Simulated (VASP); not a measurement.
# V (C2/c) in VASP: a series of runs

Runs on V. Level: PBE. Tasks: single point.

All numbers are computed with VASP 6.6.1; they aren't measurements. Logs are shortened: lines on timing, memory, paths and dates and some standing lists are left out, and cuts for length are marked.

### 1 The cell of the first run

The typed cell holds 2 atoms: a = 4.630 Å, b = 4.630 Å, c = 2.778 Å, α = 96.74°, β = 96.74°, γ = 149.25°.

### 2 Single point, PBE

Contents of INCAR:

```
SYSTEM = V
  ALGO = Normal
  EDIFF = 1E-6
  ENCUT = 500
  GGA = PE
  GGA_COMPAT = .False.
  ISIF = 2
  ISMEAR = -1
  KPAR = 4
  LASPH = .True.
  LCHARG = .False.
  LREAL = .False.
  LWAVE = .False.
  NBANDS = 20
  NELM = 120
  PREC = Accurate
  SIGMA = 0.1
```

Contents of KPOINTS:

```
k-points
0
Gamma
  24 24 21
  0 0 0
```

Contents of POSCAR:

```
V
1.0
   -3.1570614719      3.1563054859      1.2275517790
    3.1563054859     -3.1570614719      1.2275517790
    1.7615277976      1.7615277976     -1.2289363688
V
2
Direct
    0.0000012188      0.9999987812      1.0000000000
    0.7499987812      0.2500012188      0.5000000000
```

Potentials or basis: VASP PAW PBE potentials, release 64 (V_sv).

Launch:

```console
cat potpaw_PBE.64/V_sv/POTCAR > POTCAR
mpirun -np 4 vasp_std > vasp.out
```

OUTCAR:

```text
SYSTEM = V
   EDIFF = 1E-6
   ENCUT = 500
   GGA = PE
   ISIF = 2
   ISMEAR = -1
   LASPH = .True.
   LREAL = .False.
   NELM = 120
   PREC = Accurate

 ion  position               nearest neighbor table
   1  0.000  1.000  0.000-   2 2.63   2 2.63   2 2.63   2 2.63
   2  0.750  0.250  0.500-   1 2.63   1 2.63   1 2.63   1 2.63

  Warning from LATTYP: Got some problem with cell dimensions!
  Tried to take original basis but could not verify dimensions!
  LATTYP: Found a base centered monoclinic cell.
 ALAT       =     2.4551037908
 B/A-ratio  =     3.6366890921
 C/A-ratio  =     1.1305549682
 COS(beta)  =    -0.4413710753

  Lattice vectors:

 A1 = (   3.1570614719,  -3.1563054859,  -1.2275517790)
 A2 = (  -3.1563054859,   3.1570614719,  -1.2275517790)
 A3 = (   1.7607718116,   1.7607718116,   1.2261671892)

Analysis of symmetry for initial positions (statically):
=====================================================================
 Subroutine PRICEL returns:
 Original cell was already a primitive cell.

 Routine SETGRP: Setting up the symmetry group for a
 base centered monoclinic supercell.

 Subroutine GETGRP returns: Found  4 space group operations
 (whereof  2 operations were pure point group operations)
 out of a pool of  4 trial point group operations.

The static configuration has the point symmetry C_2 .
 The point group associated with its full space group is C_2h.

Analysis of symmetry for dynamics (positions and initial velocities):
=====================================================================
 Subroutine PRICEL returns:
 Original cell was already a primitive cell.

 Routine SETGRP: Setting up the symmetry group for a
 base centered monoclinic supercell.

 Subroutine GETGRP returns: Found  4 space group operations
 (whereof  2 operations were pure point group operations)
 out of a pool of  4 trial point group operations.

The dynamic configuration has the point symmetry C_2 .
 The point group associated with its full space group is C_2h.

 Subroutine INISYM returns: Found  4 space group operations
 (whereof  2 operations are pure point group operations),
 and found     1 'primitive' translations

----------------------------------------------------------------------------------------

                                     Primitive cell

  volume of cell :      27.2978

[... 83 lines left out ...]
   LNONCOLLINEAR =      F non collinear calculations
   LSORBIT =      F    spin-orbit coupling
   LASPH  =      T    aspherical Exc in radial PAW
   ENCUT  =  500.0 eV  36.75 Ry    6.06 a.u.   8.44  8.44  5.06*2*pi/ulx,y,z
   NELM   =    120;   NELMIN=  2; NELMDL= -5     # of ELM steps
   EDIFF  = 0.1E-05   stopping-criterion for ELM
   LREAL  =      F    real-space projection
   EDIFFG = 0.1E-04   stopping-criterion for IOM
   NSW    =      0    number of steps for IOM
   IBRION =     -1    ionic relax: 0-MD 1-quasi-New 2-CG
   NFREE  =      0    steps in history (QN), initial steepest desc. (CG)
   ISIF   =      2    stress and relaxation
   ISYM   =      2    0-nonsym 1-usesym 2-fastsym
   POTIM  = 0.5000    time-step for ionic-motion
   TEBEG  =    0.0;   TEEND  =   0.0 temperature during run
   PSTRESS=    0.0 pullay stress
   NELECT =      26.0000    total number of electrons
   NUPDOWN=      -1.0000    fix difference up-down
   EMIN   =  10.00;   EMAX   =-10.00  energy-range for DOS
   EFERMI =   0.00;   METHOD = LEGACY
   ISMEAR =    -1;   SIGMA  =   0.10  broadening in eV -4-tet -1-fermi 0-gaus
   EFERMI_NEDOS =   21; number of points for ismear=-14 and -15
   IALGO  =     38    algorithm
   IMIX   =      4    mixing-type and parameters
     AMIX     =   0.40;   BMIX     =  1.00
     AMIX_MAG =   1.60;   BMIX_MAG =  1.00
  volume/ion in A,a.u.               =      13.65        92.11
  Fermi-wavevector in a.u.,A,eV,Ry     =   1.610733  3.043844 35.299789  2.594461
  Thomas-Fermi vector in A             =   2.706236
   LORBIT       =      0    0 simple, 1 ext, 2 COOP (PROOUT), +10 PAW based schemes
   GGA     = PE    functional components
   LHFCALC =     F    Hartree Fock is set to
   AEXX    =    0.0000 exact exchange contribution
   IVDW    =     0    specifies the selected vdW correction
   LEPSILON=     F    determine dielectric tensor
   LRPA    =     F    only Hartree local field effects (RPA)
 non-spin polarized calculation
  energy-cutoff  :      500.00
  volume of cell :       27.30
 maximum number of plane-waves:       713
 NGX is ok and might be reduce to    36
   NGX = 17   NGY = 17   NGZ = 11

 number of electron      26.0000001 magnetization

 Free energy of the ion-electron system (eV)
  ---------------------------------------------------
  ext. energy  EPLUGINS =         0.00000000
  ---------------------------------------------------
  free energy    TOTEN  =       -17.81967683 eV

  energy without entropy =      -17.72859545  energy(sigma->0) =      -17.77413614

 E-fermi :   9.7020     XC(G=0): -12.8193

 val. band max:        9.7017369857   @ k =   0.4583   0.0833   0.1429
 cond. band min:       9.7023175208   @ k =   0.2917   0.0417   0.3810
 fundamental gap:      0.0005805352
 Fermi energy:         9.7019861523

 k-point     1 :       0.0000    0.0000    0.0000
  band No.  band energies     occupation
      1     -54.1831      2.00000
      2     -54.0213      2.00000
      3     -28.3886      2.00000
      4     -27.7368      2.00000
      5     -27.5731      2.00000
      6     -27.5572      2.00000
[... 541 lines left out ...]
     19      14.4323      0.00000
     20      16.0463      0.00000

 [... further k-points ...]

------------------------ aborting loop because EDIFF is reached ----------------------------------------

  FORCE on cell =-STRESS in cart. coord.  units (eV):
  Direction    XX          YY          ZZ          XY          YZ          ZX
  --------------------------------------------------------------------------------------
  -------------------------------------------------------------------------------------
  Total       -0.0009166     -0.0009166      0.0587870     -0.0279615      0.0045051      0.0045051
  in kB       -0.0537995     -0.0537995      3.4503622     -1.6411323      0.2644164      0.2644152
  external PRESSURE =       1.1142544 kB  Pullay stress =       0.0000000 kB

 VOLUME and BASIS-vectors are now :
 -----------------------------------------------------------------------------
  energy-cutoff  :      500.00
  volume of cell :       27.30
      direct lattice vectors                 reciprocal lattice vectors
    -3.157061472  3.156305486  1.227551779     0.062915820  0.221309908  0.407402314
     3.156305486 -3.157061472  1.227551779     0.221309908  0.062915820  0.407402314
     1.761527798  1.761527798 -1.228936369     0.283905503  0.283905503  0.000174843

 POSITION                                       TOTAL-FORCE (eV/Angst)
 -----------------------------------------------------------------------------------
      3.15630     -3.15705      1.22755         0.001303     -0.001303     -0.000000
     -0.69795      2.45872      0.61308        -0.001303      0.001303      0.000000
 -----------------------------------------------------------------------------------
    total drift:                                0.000000     -0.000000     -0.000000

  FREE ENERGIE OF THE ION-ELECTRON SYSTEM (eV)
  ---------------------------------------------------
  free  energy   TOTEN  =       -17.8196768318 eV

  energy  without entropy=      -17.7285954456  energy(sigma->0) =      -17.77413614
```

It took 4 min on 4 MPI ranks of Intel Xeon Platinum 8559C (Emerald Rapids), shared host; peak memory 1.2 GiB.

What came out:

* Free energy: -17.8197 eV
* Pressure: 0.1 GPa
* Band gap on the k mesh: zero (bands 13 and 14 overlap by 2.03 eV)

Levels at points of the mesh, in eV from the Fermi level:
```csv
k point,band 11,band 12,band 13,band 14,band 15,band 16
"(0.00, 0.00, 0.00)",-0.66,-0.66,0.69,0.71,0.72,1.75
"(0.50, 0.00, 0.00)",-2.24,-0.46,0.40,0.82,1.99,2.45
"(0.50, 0.50, 0.00)",-0.73,-0.72,-0.31,-0.31,1.57,1.58
```

### 3 Single point, PBE, collinear spin, ferromagnetic start (14.18 Å³/atom)

This run uses another cell than the first one, of 14.18 Å³/atom.

Contents of INCAR:

```
  ALGO = Normal
  EDIFF = 1E-6
  ENCUT = 520
  GGA = PE
  ISIF = 2
  ISMEAR = -1
  ISPIN = 2
  LASPH = True
  LCHARG = False
  LMAXMIX = 4
  LORBIT = 11
  LREAL = False
  LWAVE = False
  MAGMOM = 1 1
  NBANDS = 24
  NELM = 150
  PREC = Accurate
  SIGMA = 0.05
```

Contents of KPOINTS:

```
k-points
0
Gamma
  16 16 8
```

Contents of POSCAR:

```
V
1.0
   -1.7855242648      1.7852619437      1.2404619013
    1.7852619437     -1.7855242648      1.2404619013
    3.2007194549      3.2007194549     -1.2409423428
V
2
Direct
    0.9999121443      0.0000878557      1.0000000000
    0.7500878557      0.2499121443      0.5000000000
```

Potentials or basis: VASP PAW PBE potentials, release 64 (V_sv).

Launch:

```console
cat potpaw_PBE.64/V_sv/POTCAR > POTCAR
mpirun -np 1 vasp_std > vasp.out
```

OUTCAR:

```text
EDIFF = 1E-6
   ENCUT = 520
   GGA = PE
   ISIF = 2
   ISMEAR = -1
   ISPIN = 2
   LASPH = True
   LORBIT = 11
   LREAL = False
   NELM = 150
   PREC = Accurate

 ion  position               nearest neighbor table
   1  1.000  0.000  0.000-   2 2.66   2 2.66   2 2.66   2 2.66
   2  0.750  0.250  0.500-   1 2.66   1 2.66   1 2.66   1 2.66

  Warning from LATTYP: Got some problem with cell dimensions!
  Tried to take original basis but could not verify dimensions!
  LATTYP: Found a base centered monoclinic cell.
 ALAT       =     2.4809238303
 B/A-ratio  =     2.0354733276
 C/A-ratio  =     1.8915978397
 COS(beta)  =    -0.2640801980

  Lattice vectors:

 A1 = (   1.7855242648,  -1.7852619437,  -1.2404619013)
 A2 = (  -1.7852619437,   1.7855242648,  -1.2404619013)
 A3 = (   3.2004571338,   3.2004571338,   1.2399814598)

Analysis of symmetry for initial positions (statically):
=====================================================================
 Subroutine PRICEL returns:
 Original cell was already a primitive cell.

 Routine SETGRP: Setting up the symmetry group for a
 base centered monoclinic supercell.

 Subroutine GETGRP returns: Found  4 space group operations
 (whereof  2 operations were pure point group operations)
 out of a pool of  4 trial point group operations.

The static configuration has the point symmetry C_2 .
 The point group associated with its full space group is C_2h.

Analysis of symmetry for dynamics (positions and initial velocities):
=====================================================================
 Subroutine PRICEL returns:
 Original cell was already a primitive cell.

 Routine SETGRP: Setting up the symmetry group for a
 base centered monoclinic supercell.

 Subroutine GETGRP returns: Found  4 space group operations
 (whereof  2 operations were pure point group operations)
 out of a pool of  4 trial point group operations.

The dynamic configuration has the point symmetry C_2 .
 The point group associated with its full space group is C_2h.

[... 157 lines left out ...]
  ext. energy  EPLUGINS =         0.00000000
  ---------------------------------------------------
  free energy    TOTEN  =       -17.76525971 eV

  energy without entropy =      -17.74206048  energy(sigma->0) =      -17.75366010

 E-fermi :   9.2233     XC(G=0): -12.6156

 val. band max:        9.2224575577   @ k =  -0.3750  -0.0000   0.1250
 cond. band min:       9.2270405027   @ k =  -0.3750   0.1875   0.5000
 fundamental gap:      0.0045829450
 Fermi energy:         9.2233200113

 spin component 1

 k-point     1 :       0.0000    0.0000    0.0000
  band No.  band energies     occupation
      1     -54.6888      1.00000
      2     -54.5512      1.00000
      3     -28.8539      1.00000
      4     -28.2775      1.00000
      5     -28.1325      1.00000
      6     -28.1232      1.00000
[... 637 lines left out ...]
     23      27.6010      0.00000
     24      29.3554      0.00000

 [... further k-points ...]

 spin component 2

 k-point     1 :       0.0000    0.0000    0.0000
  band No.  band energies     occupation
      1     -54.6887      1.00000
      2     -54.5511      1.00000
      3     -28.8538      1.00000
      4     -28.2774      1.00000
      5     -28.1324      1.00000
      6     -28.1231      1.00000
[... 637 lines left out ...]
     23      27.6012      0.00000
     24      29.3555      0.00000

 [... further k-points ...]

------------------------ aborting loop because EDIFF is reached ----------------------------------------

  FORCE on cell =-STRESS in cart. coord.  units (eV):
  Direction    XX          YY          ZZ          XY          YZ          ZX
  --------------------------------------------------------------------------------------
  -------------------------------------------------------------------------------------
  Total       -1.1244531     -1.1244531     -1.1063111      0.0514303      0.0026907      0.0026907
  in kB      -63.5396555    -63.5396555    -62.5144997      2.9061787      0.1520436      0.1520443
  external PRESSURE =     -63.1979369 kB  Pullay stress =       0.0000000 kB

 VOLUME and BASIS-vectors are now :
 -----------------------------------------------------------------------------
  energy-cutoff  :      520.00
  volume of cell :       28.35
      direct lattice vectors                 reciprocal lattice vectors
    -1.785524265  1.785261944  1.240461901    -0.061884291  0.218166079  0.403092185
     1.785261944 -1.785524265  1.240461901     0.218166079 -0.061884291  0.403092185
     3.200719455  3.200719455 -1.240942343     0.156221282  0.156221282  0.000033036

 POSITION                                       TOTAL-FORCE (eV/Angst)
 -----------------------------------------------------------------------------------
     -1.78521      1.78495      1.24046        -0.000506      0.000506      0.000000
      0.70722      2.49324      0.61999         0.000506     -0.000506     -0.000000
 -----------------------------------------------------------------------------------
    total drift:                               -0.000000     -0.000000      0.000000

  FREE ENERGIE OF THE ION-ELECTRON SYSTEM (eV)
  ---------------------------------------------------
  free  energy   TOTEN  =       -17.7652597149 eV

  energy  without entropy=      -17.7420604780  energy(sigma->0) =      -17.75366010

 total charge

# of ion       s       p       d       tot
------------------------------------------
    1        2.329   6.205   3.057  11.591
    2        2.329   6.205   3.057  11.591
--------------------------------------------------
tot          4.658  12.410   6.115  23.183

 magnetization (x)

# of ion       s       p       d       tot
------------------------------------------
    1        0.000   0.000   0.000   0.000
    2        0.000   0.000   0.000   0.000
--------------------------------------------------
tot          0.000   0.000   0.000   0.000
```

stdout:

```text
POSCAR found type information on POSCAR V
 POSCAR found :  1 types and       2 ions
 scaLAPACK will be used
 LDA part: xc-table for (Slater+PW92), standard interpolation
 POSCAR, INCAR and KPOINTS ok, starting setup
 FFT: planning ... GRIDC
 FFT: planning ... GRID_SOFT
 FFT: planning ... GRID
 WAVECAR not read
 entering main loop
```

It took 25 min on 1 thread of Oxide Virtual Turin-like, shared host; peak memory 0.53 GiB.

Results:

```
Free energy                                           : -17.7653 eV
Pressure                                              : -6.3 GPa
Band gap on the k mesh                                : zero (filled and empty bands overlap)
Net moment                                            : 0.00 μB per cell
Valence electrons inside the program's atomic spheres : V 11.59
```

Caveat: the cell stands under tension; the moments typed at the start vanished in this run.
